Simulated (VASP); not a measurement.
# CaS in VASP: a series of runs, part 2 of 2

VASP 6.6.1. The steps go on from the part before.

## Step 6: Single point, PBEsol (strained and its atoms moved)

File INCAR:

```
SYSTEM = CaS
PREC = Accurate ; ENCUT = 500
EDIFF = 1E-6 ; ISMEAR = 0
SIGMA = 0.02 ; LREAL = .False.
LASPH = .True. ; NELM = 120
ALGO = Normal ; ISIF = 2
LWAVE = .False. ; LCHARG = .False.
GGA = PS ; NBANDS = 15
GGA_COMPAT = .False.
```

File KPOINTS:

```
Automatic mesh
0
Gamma
  8 8 8
  0 0 0
```

File POSCAR:

```
CaS
1.0
    0.0000000000      2.9759671100      2.9759671100
    2.9759671100      0.0000000000      2.9759671100
    2.9759671100      2.9759671100      0.0000000000
Ca S
1 1
Direct
    0.0000000000      0.0000000000      0.0000000000
    0.5000000000      0.5000000000      0.5000000000
```

Potentials or basis: VASP PAW PBE potentials, release 64 (Ca_sv, S).

Launch:

```bash
> cat potpaw_PBE.64/Ca_sv/POTCAR potpaw_PBE.64/S/POTCAR > POTCAR
> mpirun -np 1 vasp_std > vasp.out
```

OUTCAR:

```text
SYSTEM = CaS
   PREC = Accurate
   ENCUT = 500
   EDIFF = 1E-6
   ISMEAR = 0
   LREAL = .False.
   LASPH = .True.
   NELM = 120
   ISIF = 2
   GGA = PS

 ion  position               nearest neighbor table
   1  0.000  0.000  0.000-   2 2.98   2 2.98   2 2.98   2 2.98   2 2.98   2 2.98
   2  0.500  0.500  0.500-   1 2.98   1 2.98   1 2.98   1 2.98   1 2.98   1 2.98

  LATTYP: Found a face centered cubic cell.
 ALAT       =     5.9519342200

  Lattice vectors:

 A1 = (   0.0000000000,   2.9759671100,   2.9759671100)
 A2 = (   2.9759671100,   0.0000000000,   2.9759671100)
 A3 = (   2.9759671100,   2.9759671100,   0.0000000000)
[... 609 lines left out ...]
     12       7.8893      0.00000
     13       8.2068      0.00000
     14       9.1096      0.00000
     15      10.0375      0.00000

 [... further k-points ...]
[... 5 lines left out ...]
  --------------------------------------------------------------------------------------
  -------------------------------------------------------------------------------------
  Total       -2.3473293     -2.3473293     -2.3473293      0.0000000      0.0000000      0.0000000
  in kB      -71.3460978    -71.3460978    -71.3460978      0.0000000      0.0000000      0.0000000
  external PRESSURE =     -71.3460978 kB  Pullay stress =       0.0000000 kB

 VOLUME and BASIS-vectors are now :
 -----------------------------------------------------------------------------
  energy-cutoff  :      500.00
  volume of cell :       52.71
      direct lattice vectors                 reciprocal lattice vectors
     0.000000000  2.975967110  2.975967110    -0.168012610  0.168012610  0.168012610
     2.975967110  0.000000000  2.975967110     0.168012610 -0.168012610  0.168012610
     2.975967110  2.975967110  0.000000000     0.168012610  0.168012610 -0.168012610

 POSITION                                       TOTAL-FORCE (eV/Angst)
 -----------------------------------------------------------------------------------
      0.00000      0.00000      0.00000         0.000000      0.000000      0.000000
      2.97597      2.97597      2.97597        -0.000000     -0.000000     -0.000000
 -----------------------------------------------------------------------------------
    total drift:                                0.000000     -0.000000     -0.000000

  FREE ENERGIE OF THE ION-ELECTRON SYSTEM (eV)
  ---------------------------------------------------
  free  energy   TOTEN  =       -10.7176428950 eV

  energy  without entropy=      -10.7176428950  energy(sigma->0) =      -10.71764289
```

stdout:

```text
POSCAR found type information on POSCAR CaS
 POSCAR found :  2 types and       2 ions
 scaLAPACK will be used
 -----------------------------------------------------------------------------
|                                                                             |
|                                                                             |
|     You enforced a specific xc type in the INCAR file but a different       |
|     I HOPE YOU KNOW WHAT YOU ARE DOING!                                     |
|                                                                             |
 -----------------------------------------------------------------------------

 LDA part: xc-table for (Slater+PW92), standard interpolation
 POSCAR, INCAR and KPOINTS ok, starting setup
 FFT: planning ... GRIDC
 FFT: planning ... GRID_SOFT
 FFT: planning ... GRID
 WAVECAR not read
 entering main loop
```

Wall time 36 s (1 thread of Intel Xeon 8259CL, shared host); peak memory 0.18 GiB.

What came out:

```yaml
Free_energy: -10.7176 eV
Pressure: -7.1 GPa
Band_gap_on_the_k_mesh: 2.49 eV, indirect (least direct gap 3.21 eV)
```

Caveat: the cell differs from its parent crystal (strained and its atoms moved); the PAW data sets were made with another functional, which shifts forces and pressure a little. A k mesh can miss the band edges.

## Step 7: Single point, PBEsol (one atom moved)

File INCAR:

```
ALGO = Normal
EDIFF = 1E-6
ENCUT = 500
GGA = PS
GGA_COMPAT = F
ISIF = 2
ISMEAR = 0
LASPH = T
LCHARG = F
LREAL = F
LWAVE = F
NBANDS = 15
NELM = 120
PREC = Accurate
SIGMA = 0.02
```

File KPOINTS:

```
k-points
0
Gamma
  8 8 8
```

File POSCAR:

```
CaS
1.0
    0.0000000000      2.8430000000      2.8430000000
    2.8430000000      0.0000000000      2.8430000000
    2.8430000000      2.8430000000      0.0000000000
Ca S
1 1
Direct
    0.0079141752     -0.0079141752      0.0079141752
    0.5000000000      0.5000000000      0.5000000000
```

Potentials or basis: VASP PAW PBE potentials, release 64 (Ca_sv, S).

Launch:

```bash
> cat potpaw_PBE.64/Ca_sv/POTCAR potpaw_PBE.64/S/POTCAR > POTCAR
> mpirun -np 1 vasp_std > vasp.out
```

OUTCAR:

```text
EDIFF = 1E-6
   ENCUT = 500
   GGA = PS
   ISIF = 2
   ISMEAR = 0
   LASPH = T
   LREAL = F
   NELM = 120
   PREC = Accurate

 ion  position               nearest neighbor table
   1  0.008  0.992  0.008-   2 2.80   2 2.84   2 2.84   2 2.84   2 2.84   2 2.89
   2  0.500  0.500  0.500-   1 2.80   1 2.84   1 2.84   1 2.84   1 2.84   1 2.89

  LATTYP: Found a face centered cubic cell.
 ALAT       =     5.6860000000

  Lattice vectors:

 A1 = (   0.0000000000,   2.8430000000,   2.8430000000)
 A2 = (   2.8430000000,   0.0000000000,   2.8430000000)
 A3 = (   2.8430000000,   2.8430000000,   0.0000000000)

Analysis of symmetry for initial positions (statically):
=====================================================================
 Subroutine PRICEL returns:
 Original cell was already a primitive cell.

 Routine SETGRP: Setting up the symmetry group for a
 face centered cubic supercell.

 Subroutine GETGRP returns: Found  8 space group operations
 (whereof  8 operations were pure point group operations)
 out of a pool of 48 trial point group operations.

The static configuration has the point symmetry C_4v.

Analysis of symmetry for dynamics (positions and initial velocities):
=====================================================================
 Subroutine PRICEL returns:
 Original cell was already a primitive cell.

 Routine SETGRP: Setting up the symmetry group for a
 face centered cubic supercell.

 Subroutine GETGRP returns: Found  8 space group operations
 (whereof  8 operations were pure point group operations)
 out of a pool of 48 trial point group operations.

The dynamic configuration has the point symmetry C_4v.

 Subroutine INISYM returns: Found  8 space group operations
 (whereof  8 operations are pure point group operations),
 and found     1 'primitive' translations

----------------------------------------------------------------------------------------

                                     Primitive cell

[... 115 lines left out ...]
   GGA     = PS    functional components
   LHFCALC =     F    Hartree Fock is set to
   AEXX    =    0.0000 exact exchange contribution
   IVDW    =     0    specifies the selected vdW correction
   LEPSILON=     F    determine dielectric tensor
   LRPA    =     F    only Hartree local field effects (RPA)
 non-spin polarized calculation
 Gauss-broadening in eV      SIGMA  =   0.02
  energy-cutoff  :      500.00
  volume of cell :       45.96
 maximum number of plane-waves:      1211
 NGX is ok and might be reduce to    30
   NGX = 15   NGY = 15   NGZ = 15

 number of electron      16.0000000 magnetization

 Free energy of the ion-electron system (eV)
  ---------------------------------------------------
  ext. energy  EPLUGINS =         0.00000000
  ---------------------------------------------------
  free energy    TOTEN  =       -10.90818257 eV

  energy without entropy =      -10.90818257  energy(sigma->0) =      -10.90818257

 E-fermi :   2.8857     XC(G=0):  -9.5261

 val. band max:        2.6783590928   @ k =   0.0000   0.0000   0.0000
 cond. band min:       4.9053894732   @ k =   0.5000   0.0000   0.5000
 fundamental gap:      2.2270303804
 Fermi energy:         2.8857326806

 k-point     1 :       0.0000    0.0000    0.0000
  band No.  band energies     occupation
      1     -36.2947      2.00000
      2     -17.3579      2.00000
      3     -17.3573      2.00000
      4     -17.3573      2.00000
      5      -8.6636      2.00000
      6       2.6768      2.00000
      7       2.6784      2.00000
      8       2.6784      2.00000
      9       6.6792      0.00000
     10       6.7703      0.00000
     11       6.7743      0.00000
     12       6.7743      0.00000
     13       7.4026      0.00000
     14       7.4123      0.00000
[... 401 lines left out ...]
      2     -17.4903      2.00000
      3     -17.4120      2.00000
      4     -17.3903      2.00000
      5      -7.9233      2.00000
      6       0.1741      2.00000
      7       1.1740      2.00000
      8       1.6669      2.00000
      9       6.3965      0.00000
     10       8.9433      0.00000
     11       9.0748      0.00000
     12       9.2277      0.00000
     13       9.4213      0.00000
     14      10.2570      0.00000
     15      11.5362      0.00000

 [... further k-points ...]
[... 5 lines left out ...]
  --------------------------------------------------------------------------------------
  -------------------------------------------------------------------------------------
  Total       -0.4216818     -0.3763274     -0.4216818      0.0000000      0.0000000      0.0000000
  in kB      -14.7005937    -13.1194563    -14.7005937      0.0000000      0.0000000      0.0000000
  external PRESSURE =     -14.1735479 kB  Pullay stress =       0.0000000 kB

 VOLUME and BASIS-vectors are now :
 -----------------------------------------------------------------------------
  energy-cutoff  :      500.00
  volume of cell :       45.96
      direct lattice vectors                 reciprocal lattice vectors
     0.000000000  2.843000000  2.843000000    -0.175870559  0.175870559  0.175870559
     2.843000000  0.000000000  2.843000000     0.175870559 -0.175870559  0.175870559
     2.843000000  2.843000000  0.000000000     0.175870559  0.175870559 -0.175870559

 POSITION                                       TOTAL-FORCE (eV/Angst)
 -----------------------------------------------------------------------------------
      2.84300      0.04500      2.84300         0.000000     -0.141130      0.000000
      2.84300      2.84300      2.84300         0.000000      0.141130      0.000000
 -----------------------------------------------------------------------------------
    total drift:                                0.000000     -0.000052      0.000000

  FREE ENERGIE OF THE ION-ELECTRON SYSTEM (eV)
  ---------------------------------------------------
  free  energy   TOTEN  =       -10.9081825743 eV

  energy  without entropy=      -10.9081825743  energy(sigma->0) =      -10.90818257
```

It took 55 s on 1 thread of Intel Xeon 8259CL, shared host; peak memory 0.19 GiB.

Results:

| Property | Result |
| --- | --- |
| Free energy | -10.9082 eV |
| Pressure | -1.4 GPa |
| Largest force | 0.141 eV/Å |
| Band gap on the k mesh | 2.23 eV, indirect (least direct gap 3.05 eV) |

Forces in eV/Å, atoms in the order of the input:
```
Ca   0.000 -0.141  0.000
S    0.000  0.141  0.000
```

Caveat: the cell differs from its parent crystal (one atom moved); the PAW data sets were made with another functional, which shifts forces and pressure a little. A k mesh can miss the band edges.

## Step 8: Summary

| cell | gap on the mesh (eV) | pressure (GPa) |
| --- | --- | --- |
| a = 3.958 Å, angles 60.0°, 2 atoms | 2.10 | 1.4 |
| a = 3.995 Å, angles 60.0°, 2 atoms | 2.18 | -0.4 |
| a = 4.069 Å, angles 60.0°, 2 atoms | 2.30 | -3.3 |
| a = 4.118 Å, angles 60.0°, 2 atoms | 2.38 | -4.9 |
| a = 4.209 Å, angles 60.0°, 2 atoms | 2.49 | -7.1 |
| a = 4.021 Å, angles 60.0°, 2 atoms | 2.23 | -1.4 |

Alike in all rows: task single point; level PBEsol; potentials or basis VASP PAW PBE potentials, release 64 (Ca_sv, S); no spin polarisation; k mesh 8 × 8 × 8; cutoff (eV) 500; smearing gaussian 0.02 eV.

Caveats: the PAW data sets were made with another functional, which shifts forces and pressure a little.

Absolute energies hang on the potentials; compare differences alone.
